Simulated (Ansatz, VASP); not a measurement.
# One calculation of SiO2, two programs

The input INCAR:

```
SYSTEM = SiO2
AGGAC = 1.0 ; AGGAX = 1.0
ALDAC = 0.0 ; ALDAX = 1.0
ALGO = Normal ; EDIFF = 1E-7
EDIFFG = -0.01 ; ENCUT = 600
GGA = B5 ; GGA_COMPAT = .False.
IBRION = 2 ; ISIF = 3
ISMEAR = -1 ; LASPH = .True.
LCHARG = .False. ; LREAL = .False.
LWAVE = .False. ; NELM = 120
NELMIN = 4 ; NSW = 60
PREC = Accurate ; SIGMA = 0.05
```

Contents of KPOINTS:

```
k-points
0
Gamma
  6 6 4
  0 0 0
```

Contents of POSCAR:

```
SiO2
1.0
    4.9820000000      0.0000000000      0.0000000000
    0.0000000000      4.9820000000      0.0000000000
    0.0000000000      0.0000000000      6.9630000000
Si O
4 8
Direct
    0.7989700000      0.2010300000      0.7500000000
    0.7010300000      0.7010300000      0.5000000000
    0.2010300000      0.7989700000      0.2500000000
    0.2989700000      0.2989700000      0.0000000000
    0.1034700000      0.2398900000      0.8218700000
    0.2601100000      0.6034700000      0.0718700000
    0.8965300000      0.7601100000      0.3218700000
    0.7398900000      0.3965300000      0.5718700000
    0.6034700000      0.2601100000      0.9281300000
    0.7601100000      0.8965300000      0.6781300000
    0.3965300000      0.7398900000      0.4281300000
    0.2398900000      0.1034700000      0.1781300000
```

File input.yaml:

```yaml
crystal:
  lattice:
    - [4.982, 0.0, 0.0]
    - [0.0, 4.982, 0.0]
    - [0.0, 0.0, 6.963]
  atoms:
    - { symbol: Si, position: [0.79897, 0.20103, 0.75] }
    - { symbol: Si, position: [0.70103, 0.70103, 0.5] }
    - { symbol: Si, position: [0.20103, 0.79897, 0.25] }
    - { symbol: Si, position: [0.29897, 0.29897, 0.0] }
    - { symbol: O, position: [0.10347, 0.23989, 0.82187] }
    - { symbol: O, position: [0.26011, 0.60347, 0.07187] }
    - { symbol: O, position: [0.89653, 0.76011, 0.32187] }
    - { symbol: O, position: [0.73989, 0.39653, 0.57187] }
    - { symbol: O, position: [0.60347, 0.26011, 0.92813] }
    - { symbol: O, position: [0.76011, 0.89653, 0.67813] }
    - { symbol: O, position: [0.39653, 0.73989, 0.42813] }
    - { symbol: O, position: [0.23989, 0.10347, 0.17813] }
hamiltonian:
  xc: blyp
  pseudopotentials: { kind: paw }
kpoints:
  mp_grid: { grid: [6, 6, 4] }
scf:
  occupations: { method: fermi_dirac, width: 0.05 }
output:
  forces: true
  stress: true
  eigenvalues: true
  write_density: true
  write_potential: true
  elf: true
  volumetric_format: npy
relax:
  f_tol: 0.01
  max_steps: 40
  cell: { stress_tol: 0.05 }
```

Alike in both runs: task relaxation of cell and atoms; functional BLYP; k mesh 6 × 6 × 4; occupations fermi-dirac, width 0.05 eV; no spin polarisation.

|  | VASP | Ansatz |
| --- | --- | --- |
| version | VASP 6.6.1 | Ansatz 0.2.0 |
| potentials or method | VASP PAW PBE potentials, release 64 (Si, O) | Ansatz PAW |
| plane-wave cutoff (eV) | 600 | 420 |
| valence electrons in the cell | 64 | 64 |

Ansatz gave:

```
gap on the k mesh at the Fermi level, each at its own relaxed structure (eV) : 5.45
relaxed volume (Å³/atom)                                                     : 16.02
relaxed length of the cell vector where the two differ most in proportion (Å)              : 7.233
```

What did VASP give for the same quantities?

gap on the k mesh at the Fermi level, each at its own relaxed structure (eV): 5.44; relaxed volume (Å³/atom): 15.98; relaxed length of the cell vector where the two differ most in proportion (Å): 7.223.

VASP's potentials were made for PBE, not for BLYP.

Noted on Ansatz's run: the plane-wave basis is chosen anew once the cell has moved, so the energies of steps on either side of that aren't comparable.
